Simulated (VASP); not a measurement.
# AlSn2C4 (F-43m) in VASP: a series of runs

The runs below take AlSn2C4 through single point, with PBE.

Program: VASP 6.6.1. These are calculated values, not measurements. Logs are shortened: lines on timing, memory, paths and dates and some standing lists are left out, and cuts for length are marked.

### 1 The cell of the first run

It takes space group F-43m (No. 216, cubic). Conventional cell: a = 7.555 Å, b = 7.555 Å, c = 7.555 Å, α = 90.00°, β = 90.00°, γ = 90.00°. Within 4.1 Å of Al (site symmetry -43m) lie 12 C at 3.12 Å and 10 Sn at 3.27 to 3.78 Å. Sn (site symmetry -43m) has 4 C at 1.74 Å within 2.3 Å. Sn (site symmetry -43m) has 4 C at 1.53 Å within 2.0 Å. C (site symmetry 3m) has 2 Sn at 1.53 to 1.74 Å within 2.0 Å.

The cell was built from a structure type or drawn by symmetry, and may not be a known phase.

### 2 Single point, PBE

INCAR reads:

```
PREC = Accurate
ENCUT = 520
EDIFF = 1E-6
ISMEAR = 0
SIGMA = 0.1
LREAL = F
LASPH = T
NELM = 60
ALGO = Normal
ISIF = 2
LWAVE = F
LCHARG = F
GGA = PE
NBANDS = 32
```

KPOINTS reads:

```
regular mesh
0
Gamma
  4 4 4
```

POSCAR reads:

```
AlSn2C4
1.0
    0.0000000000      3.7774930200      3.7774930200
    3.7774930200      0.0000000000      3.7774930200
    3.7774930200      3.7774930200      0.0000000000
Al Sn C
1 2 4
Direct
    0.2500000000      0.2500000000      0.2500000000
    0.7500000000      0.7500000000      0.7500000000
    0.0000000000      0.0000000000      0.0000000000
    0.8827607400      0.8827607400      0.8827607400
    0.8827607400      0.8827607400      0.3517177900
    0.8827607400      0.3517177900      0.8827607400
    0.3517177900      0.8827607400      0.8827607400
```

Potentials or basis: VASP PAW PBE potentials, release 64 (Al, Sn_d, C).

On the command line:

```bash
$ cat potpaw_PBE.64/Al/POTCAR potpaw_PBE.64/Sn_d/POTCAR potpaw_PBE.64/C/POTCAR > POTCAR
$ mpirun -np 1 vasp_std > vasp.out
```

OUTCAR:

```text
PREC = Accurate
   ENCUT = 520
   EDIFF = 1E-6
   ISMEAR = 0
   LREAL = F
   LASPH = T
   NELM = 60
   ISIF = 2
   GGA = PE

 ion  position               nearest neighbor table
   1  0.250  0.250  0.250-   3 3.27   3 3.27   3 3.27   3 3.27
   2  0.750  0.750  0.750-   6 1.74   7 1.74   5 1.74   4 1.74   3 3.27   3 3.27   3 3.27   3 3.27

   3  0.000  0.000  0.000-   4 1.53   5 1.53   6 1.53   7 1.53   2 3.27   2 3.27   2 3.27   2 3.27
                             1 3.27   1 3.27   1 3.27   1 3.27
   4  0.883  0.883  0.883-   3 1.53   2 1.74
   5  0.883  0.883  0.352-   3 1.53   2 1.74
   6  0.883  0.352  0.883-   3 1.53   2 1.74
   7  0.352  0.883  0.883-   3 1.53   2 1.74

  LATTYP: Found a face centered cubic cell.
 ALAT       =     7.5549860400

  Lattice vectors:

 A1 = (   0.0000000000,   3.7774930200,   3.7774930200)
 A2 = (   3.7774930200,   0.0000000000,   3.7774930200)
 A3 = (   3.7774930200,   3.7774930200,   0.0000000000)

Analysis of symmetry for initial positions (statically):
=====================================================================
 Subroutine PRICEL returns:
 Original cell was already a primitive cell.

 Routine SETGRP: Setting up the symmetry group for a
 face centered cubic supercell.

 Subroutine GETGRP returns: Found 24 space group operations
 (whereof 24 operations were pure point group operations)
 out of a pool of 48 trial point group operations.

The static configuration has the point symmetry T_d .

Analysis of symmetry for dynamics (positions and initial velocities):
=====================================================================
 Subroutine PRICEL returns:
 Original cell was already a primitive cell.

 Routine SETGRP: Setting up the symmetry group for a
 face centered cubic supercell.

 Subroutine GETGRP returns: Found 24 space group operations
 (whereof 24 operations were pure point group operations)
 out of a pool of 48 trial point group operations.

The dynamic configuration has the point symmetry T_d .

 Subroutine INISYM returns: Found 24 space group operations
 (whereof 24 operations are pure point group operations),
 and found     1 'primitive' translations

----------------------------------------------------------------------------------------

                                     Primitive cell

  volume of cell :     107.8055

  direct lattice vectors                    reciprocal lattice vectors
     0.000000000  3.777493020  3.777493020    -0.132362918  0.132362918  0.132362918
     3.777493020  0.000000000  3.777493020     0.132362918 -0.132362918  0.132362918
     3.777493020  3.777493020  0.000000000     0.132362918  0.132362918 -0.132362918

  length of vectors
     5.342181861  5.342181861  5.342181861     0.229259300  0.229259300  0.229259300

  position of ions in fractional coordinates (direct lattice)
     0.250000000  0.250000000  0.250000000
     0.750000000  0.750000000  0.750000000
     0.000000000  0.000000000  0.000000000
     0.882760740  0.882760740  0.882760740
     0.882760740  0.882760740  0.351717790
     0.882760740  0.351717790  0.882760740
     0.351717790  0.882760740  0.882760740

  ion indices of the primitive-cell ions
   primitive index   ion index
                 1           1
                 2           2
                 3           3
                 4           4
                 5           5
                 6           6
                 7           7

----------------------------------------------------------------------------------------

 KPOINTS: regular mesh

Automatic generation of k-mesh.
 Grid dimensions read from file:
 generate k-points for:    4    4    4

 Generating k-lattice:

  Cartesian coordinates                     Fractional coordinates (reciprocal lattice)
    -0.033090730  0.033090730  0.033090730     0.250000000  0.000000000  0.000000000
     0.033090730 -0.033090730  0.033090730     0.000000000  0.250000000  0.000000000
     0.033090730  0.033090730 -0.033090730     0.000000000  0.000000000  0.250000000

  Length of vectors
     0.057314825  0.057314825  0.057314825

  Shift w.r.t. Gamma in fractional coordinates (k-lattice)
     0.000000000  0.000000000  0.000000000

 Subroutine IBZKPT returns following result:
 ===========================================

 Found      8 irreducible k-points:

 Following reciprocal coordinates:
            Coordinates               Weight
  0.000000  0.000000  0.000000      1.000000
  0.250000  0.000000  0.000000      8.000000
  0.500000  0.000000  0.000000      4.000000
  0.250000  0.250000  0.000000      6.000000
  0.500000  0.250000  0.000000     24.000000
 -0.250000  0.250000  0.000000     12.000000
  0.500000  0.500000  0.000000      3.000000
 -0.250000  0.500000  0.250000      6.000000
   k-points           NKPTS =      8   k-points in BZ     NKDIM =      8   number of bands    NBANDS=     32
   number of dos      NEDOS =    301   number of ions     NIONS =      7
   total plane-waves  NPLWV =  64000
   dimension x,y,z NGX =    40 NGY =   40 NGZ =   40
   dimension x,y,z NGXF=    80 NGYF=   80 NGZF=   80
   ions per type =               1   2   4
   NGX,Y,Z   is equivalent  to a cutoff of  12.45, 12.45, 12.45 a.u.
   NGXF,Y,Z  is equivalent  to a cutoff of  24.90, 24.90, 24.90 a.u.
 SYSTEM =  unknown system
   PREC   = accura    normal or accurate (medium, high low for compatibility)
   ISTART =      0    job   : 0-new  1-cont  2-samecut
   ICHARG =      2    charge: 1-file 2-atom 10-const
   ISPIN  =      1    spin polarized calculation?
   LNONCOLLINEAR =      F non collinear calculations
   LSORBIT =      F    spin-orbit coupling
   LASPH  =      T    aspherical Exc in radial PAW
   ENCUT  =  520.0 eV  38.22 Ry    6.18 a.u.   9.93  9.93  9.93*2*pi/ulx,y,z
   NELM   =     60;   NELMIN=  2; NELMDL= -5     # of ELM steps
   EDIFF  = 0.1E-05   stopping-criterion for ELM
   LREAL  =      F    real-space projection
   EDIFFG = 0.1E-04   stopping-criterion for IOM
   NSW    =      0    number of steps for IOM
   IBRION =     -1    ionic relax: 0-MD 1-quasi-New 2-CG
   NFREE  =      0    steps in history (QN), initial steepest desc. (CG)
   ISIF   =      2    stress and relaxation
   ISYM   =      2    0-nonsym 1-usesym 2-fastsym
   POTIM  = 0.5000    time-step for ionic-motion
   TEBEG  =    0.0;   TEEND  =   0.0 temperature during run
   PSTRESS=    0.0 pullay stress
   NELECT =      47.0000    total number of electrons
   NUPDOWN=      -1.0000    fix difference up-down
   EMIN   =  10.00;   EMAX   =-10.00  energy-range for DOS
   EFERMI =   0.00;   METHOD = LEGACY
   ISMEAR =     0;   SIGMA  =   0.10  broadening in eV -4-tet -1-fermi 0-gaus
   EFERMI_NEDOS =   21; number of points for ismear=-14 and -15
   IALGO  =     38    algorithm
   IMIX   =      4    mixing-type and parameters
     AMIX     =   0.40;   BMIX     =  1.00
     AMIX_MAG =   1.60;   BMIX_MAG =  1.00
  volume/ion in A,a.u.               =      15.40       103.93
  Fermi-wavevector in a.u.,A,eV,Ry     =   1.241349  2.345809 20.965850  1.540947
  Thomas-Fermi vector in A             =   2.375750
   LORBIT       =      0    0 simple, 1 ext, 2 COOP (PROOUT), +10 PAW based schemes
   GGA     = PE    functional components
   LHFCALC =     F    Hartree Fock is set to
   AEXX    =    0.0000 exact exchange contribution
   IVDW    =     0    specifies the selected vdW correction
   LEPSILON=     F    determine dielectric tensor
   LRPA    =     F    only Hartree local field effects (RPA)
 non-spin polarized calculation
 Gauss-broadening in eV      SIGMA  =   0.10
  energy-cutoff  :      520.00
  volume of cell :      107.81
 maximum number of plane-waves:      2936
   NGX = 19   NGY = 19   NGZ = 19

 number of electron      47.0000003 magnetization

 Free energy of the ion-electron system (eV)
  ---------------------------------------------------
  ext. energy  EPLUGINS =         0.00000000
  ---------------------------------------------------
  free energy    TOTEN  =         2.13057385 eV

  energy without entropy =        2.16752809  energy(sigma->0) =        2.14905097

 E-fermi :   5.9711     XC(G=0):  -9.6703

 val. band max:        5.9492239088   @ k =   0.2500   0.2500   0.0000
 cond. band min:       6.0283482930   @ k =  -0.2500   0.2500   0.0000
 fundamental gap:      0.0791243842
 Fermi energy:         5.9710587333

 k-point     1 :       0.0000    0.0000    0.0000
  band No.  band energies     occupation
      1     -18.8036      2.00000
      2     -18.8036      2.00000
      3     -18.8036      2.00000
      4     -17.5249      2.00000
      5     -17.5249      2.00000
      6     -15.8221      2.00000
[... 24 lines left out ...]
     31      12.2750      0.00000
     32      15.3579      0.00000

 k-point     2 :       0.2500    0.0000    0.0000
  band No.  band energies     occupation
      1     -18.8039      2.00000
      2     -18.8031      2.00000
      3     -18.8031      2.00000
      4     -17.5230      2.00000
      5     -17.5230      2.00000
      6     -15.8248      2.00000
[... 24 lines left out ...]
     31      12.8457      0.00000
     32      14.4643      0.00000

 k-point     3 :       0.5000    0.0000    0.0000
  band No.  band energies     occupation
      1     -18.8043      2.00000
      2     -18.8028      2.00000
      3     -18.8028      2.00000
      4     -17.5211      2.00000
      5     -17.5211      2.00000
      6     -15.8274      2.00000
[... 24 lines left out ...]
     31      11.6754      0.00000
     32      14.5938      0.00000

 k-point     4 :       0.2500    0.2500    0.0000
  band No.  band energies     occupation
      1     -18.8048      2.00000
      2     -18.8026      2.00000
      3     -18.8026      2.00000
      4     -17.5237      2.00000
      5     -17.5211      2.00000
      6     -15.8269      2.00000
[... 94 lines left out ...]
     31      12.2477      0.00000
     32      14.1354      0.00000

 k-point     7 :       0.5000    0.5000    0.0000
  band No.  band energies     occupation
      1     -18.8061      2.00000
      2     -18.8018      2.00000
      3     -18.8018      2.00000
      4     -17.5224      2.00000
      5     -17.5173      2.00000
      6     -15.8314      2.00000
[... 24 lines left out ...]
     31      12.3225      0.00000
     32      13.8563      0.00000

 k-point     8 :      -0.2500    0.5000    0.2500
  band No.  band energies     occupation
      1     -18.8046      2.00000
      2     -18.8033      2.00000
      3     -18.8017      2.00000
      4     -17.5211      2.00000
      5     -17.5186      2.00000
      6     -15.8332      2.00000
[... 24 lines left out ...]
     31      11.9237      0.00000
     32      13.6966      0.00000

------------------------ aborting loop because EDIFF is reached ----------------------------------------

  FORCE on cell =-STRESS in cart. coord.  units (eV):
  Direction    XX          YY          ZZ          XY          YZ          ZX
  --------------------------------------------------------------------------------------
  -------------------------------------------------------------------------------------
  Total       89.0173774     89.0173774     89.0173774     -0.0000000     -0.0000000     -0.0000000
  in kB     1322.9528618   1322.9528618   1322.9528618     -0.0000000     -0.0000000     -0.0000000
  external PRESSURE =    1322.9528618 kB  Pullay stress =       0.0000000 kB

 VOLUME and BASIS-vectors are now :
 -----------------------------------------------------------------------------
  energy-cutoff  :      520.00
  volume of cell :      107.81
      direct lattice vectors                 reciprocal lattice vectors
     0.000000000  3.777493020  3.777493020    -0.132362918  0.132362918  0.132362918
     3.777493020  0.000000000  3.777493020     0.132362918 -0.132362918  0.132362918
     3.777493020  3.777493020  0.000000000     0.132362918  0.132362918 -0.132362918

 POSITION                                       TOTAL-FORCE (eV/Angst)
 -----------------------------------------------------------------------------------
      1.88875      1.88875      1.88875        -0.000000     -0.000000      0.000000
      5.66624      5.66624      5.66624        -0.000000     -0.000000      0.000000
      0.00000      0.00000      0.00000        -0.000000     -0.000000      0.000000
      6.66925      6.66925      6.66925       -10.088331    -10.088331    -10.088331
      4.66323      4.66323      6.66925        10.088331     10.088331    -10.088331
      4.66323      6.66925      4.66323        10.088331    -10.088331     10.088331
      6.66925      4.66323      4.66323       -10.088331     10.088331     10.088331
 -----------------------------------------------------------------------------------
    total drift:                               -0.000029     -0.000029     -0.000029

  FREE ENERGIE OF THE ION-ELECTRON SYSTEM (eV)
  ---------------------------------------------------
  free  energy   TOTEN  =         2.1305738461 eV

  energy  without entropy=        2.1675280926  energy(sigma->0) =        2.14905097
```

Run time: 57 s. Hardware: 1 thread of Intel Xeon Platinum 8259CL at 2.50GHz (Skylake/Cascade Lake), shared host; peak memory 0.24 GiB.

Results:

| Item | Value |
| --- | --- |
| Free energy | 2.1306 eV |
| Pressure | 132.3 GPa |
| Largest force | 17.474 eV/Å |
| Band gap on the k mesh | zero (an odd number of electrons rules out a gap without spin polarisation) |

Forces on the atoms (eV/Å):
```
Al    0.000   0.000   0.000
Sn    0.000   0.000   0.000
Sn    0.000   0.000   0.000
C   -10.088 -10.088 -10.088
C    10.088  10.088 -10.088
C    10.088 -10.088  10.088
C   -10.088  10.088  10.088
```

Levels at points of the mesh, in eV from the Fermi level:
| k point | band 22 | band 23 | band 24 | band 25 | band 26 | band 27 |
| --- | --- | --- | --- | --- | --- | --- |
| (0.00, 0.00, 0.00) | 0.31 | 0.31 | 0.31 | 1.47 | 1.47 | 1.47 |
| (0.50, 0.00, 0.00) | -1.17 | -1.17 | -0.25 | 0.34 | 1.41 | 1.41 |
| (0.50, 0.50, 0.00) | -1.53 | -0.80 | -0.72 | 0.86 | 1.09 | 1.09 |

Caveat: the k points lie up to 0.36 Å⁻¹ apart, too coarse for converged energies and pressures of a metal; spin-orbit coupling is left out, which moves the levels of the heavy elements; forces of over 1 eV/Å act on the atoms, so gaps and moduli don't describe the material at rest.

### 3 Single point, PBE

This run uses another cell than the first one, of 31.72 Å³/atom.

Edit INCAR of step 2 so:

```diff
@@ -7,3 +7,3 @@
 LASPH = T
-NELM = 60
+NELM = 80
 ALGO = Normal
```

KPOINTS is that of step 2.

POSCAR reads:

```
AlSn2C4
1.0
    0.0000000000      4.8063689903      4.8063689903
    4.8063689903      0.0000000000      4.8063689903
    4.8063689903      4.8063689903      0.0000000000
Al Sn C
1 2 4
Direct
    0.2500000000      0.2500000000      0.2500000000
    0.7500000000      0.7500000000      0.7500000000
    0.0000000000      0.0000000000      0.0000000000
    0.8750079065      0.8750079065      0.8750079065
    0.8750079065      0.8750079065      0.3749762804
    0.8750079065      0.3749762804      0.8750079065
    0.3749762804      0.8750079065      0.8750079065
```

Potentials or basis: VASP PAW PBE potentials, release 64 (Al, Sn_d, C).

On the command line:

```bash
$ cat potpaw_PBE.64/Al/POTCAR potpaw_PBE.64/Sn_d/POTCAR potpaw_PBE.64/C/POTCAR > POTCAR
$ mpirun -np 1 vasp_std > vasp.out
```

OUTCAR:

```text
PREC = Accurate
   ENCUT = 520
   EDIFF = 1E-6
   ISMEAR = 0
   LREAL = F
   LASPH = T
   NELM = 80
   ISIF = 2
   GGA = PE

 ion  position               nearest neighbor table
   1  0.250  0.250  0.250-
   2  0.750  0.750  0.750-   4 2.08   5 2.08   6 2.08   7 2.08
   3  0.000  0.000  0.000-   5 2.08   6 2.08   7 2.08   4 2.08
   4  0.875  0.875  0.875-   3 2.08   2 2.08
   5  0.875  0.875  0.375-   3 2.08   2 2.08
   6  0.875  0.375  0.875-   3 2.08   2 2.08
   7  0.375  0.875  0.875-   3 2.08   2 2.08

  LATTYP: Found a face centered cubic cell.
 ALAT       =     9.6127379806

  Lattice vectors:

 A1 = (   0.0000000000,   4.8063689903,   4.8063689903)
 A2 = (   4.8063689903,   0.0000000000,   4.8063689903)
 A3 = (   4.8063689903,   4.8063689903,   0.0000000000)

Analysis of symmetry for initial positions (statically):
=====================================================================
 Subroutine PRICEL returns:
 Original cell was already a primitive cell.

[... 166 lines left out ...]
 cond. band min:       0.4293580361   @ k =   0.2500   0.0000   0.0000
 fundamental gap:      0.1621917484
 Fermi energy:         0.4199925725

 k-point     1 :       0.0000    0.0000    0.0000
  band No.  band energies     occupation
      1     -20.4382      2.00000
      2     -20.4382      2.00000
      3     -20.4382      2.00000
      4     -20.4033      2.00000
      5     -20.4033      2.00000
      6     -20.4033      2.00000
[... 269 lines left out ...]
     31       5.6234      0.00000
     32       5.6403      0.00000

------------------------ aborting loop because EDIFF is reached ----------------------------------------

  FORCE on cell =-STRESS in cart. coord.  units (eV):
  Direction    XX          YY          ZZ          XY          YZ          ZX
  --------------------------------------------------------------------------------------
  -------------------------------------------------------------------------------------
  Total       -0.0136485     -0.0136485     -0.0136485      0.0000000      0.0000000      0.0000000
  in kB       -0.0984721     -0.0984721     -0.0984721      0.0000000      0.0000000      0.0000000
  external PRESSURE =      -0.0984721 kB  Pullay stress =       0.0000000 kB

 VOLUME and BASIS-vectors are now :
 -----------------------------------------------------------------------------
  energy-cutoff  :      520.00
  volume of cell :      222.07
      direct lattice vectors                 reciprocal lattice vectors
     0.000000000  4.806368990  4.806368990    -0.104028634  0.104028634  0.104028634
     4.806368990  0.000000000  4.806368990     0.104028634 -0.104028634  0.104028634
     4.806368990  4.806368990  0.000000000     0.104028634  0.104028634 -0.104028634

 POSITION                                       TOTAL-FORCE (eV/Angst)
 -----------------------------------------------------------------------------------
      2.40318      2.40318      2.40318        -0.000000     -0.000000     -0.000000
      7.20955      7.20955      7.20955        -0.000000     -0.000000     -0.000000
      0.00000      0.00000      0.00000        -0.000000     -0.000000     -0.000000
      8.41122      8.41122      8.41122        -0.001171     -0.001171     -0.001171
      6.00789      6.00789      8.41122         0.001171      0.001171     -0.001171
      6.00789      8.41122      6.00789         0.001171     -0.001171      0.001171
      8.41122      6.00789      6.00789        -0.001171      0.001171      0.001171
 -----------------------------------------------------------------------------------
    total drift:                                0.000000      0.000000      0.000000

  FREE ENERGIE OF THE ION-ELECTRON SYSTEM (eV)
  ---------------------------------------------------
  free  energy   TOTEN  =       -27.4578510973 eV

  energy  without entropy=      -27.4356991523  energy(sigma->0) =      -27.44677512
```

Run time: 2.5 min. Hardware: 1 thread of Intel Xeon Platinum 8259CL at 2.50GHz (Skylake/Cascade Lake), shared host; peak memory 0.41 GiB.

What came out:

```
Free energy            : -27.4579 eV
Pressure               : 0.0 GPa
Band gap on the k mesh : zero (an odd number of electrons rules out a gap without spin polarisation)
```

Levels at points of the mesh, in eV from the Fermi level:
| k point | band 21 | band 22 | band 23 | band 24 | band 25 | band 26 |
| --- | --- | --- | --- | --- | --- | --- |
| (0.00, 0.00, 0.00) | -0.54 | 0.15 | 0.15 | 0.15 | 0.84 | 0.84 |
| (0.50, 0.00, 0.00) | -0.55 | -0.55 | -0.34 | -0.34 | 0.53 | 0.53 |
| (0.50, 0.50, 0.00) | -0.93 | -0.92 | -0.35 | 0.06 | 0.11 | 0.67 |

Caveat: spin-orbit coupling is left out, which moves the levels of the heavy elements.
